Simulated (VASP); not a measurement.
Input of a VASP 6.6.1 run:

File INCAR:

```
SYSTEM = Br
PREC = Accurate
ENCUT = 520
EDIFF = 1E-6
ISMEAR = -1
SIGMA = 0.13605693000000002
LREAL = .FALSE.
LASPH = .TRUE.
NELM = 80
ALGO = Normal
ISIF = 2
LWAVE = .FALSE.
LCHARG = .FALSE.
GGA = CA
NBANDS = 10
```

The input KPOINTS:

```
regular mesh
0
G
  13 13 13
  0 0 0
```

The input POSCAR:

```
Br
1.0
    0.0000000000      2.2594989361      2.2594989361
    2.2594989361      0.0000000000      2.2594989361
    2.2594989361      2.2594989361      0.0000000000
Br
1
Direct
    0.0000000000      0.0000000000      0.0000000000
```

Potentials or basis: VASP PAW LDA potentials, release 64 (Br).

Launch:

```console
$ cat potpaw_LDA.64/Br/POTCAR > POTCAR
$ mpirun -np 1 vasp_std > vasp.out
```

(1) Predict the pressure.

Results:

(1) 0.0 GPa.

Caveat: an odd number of electrons without spin polarisation forces a metal; a magnetic or distorted state may lie lower.
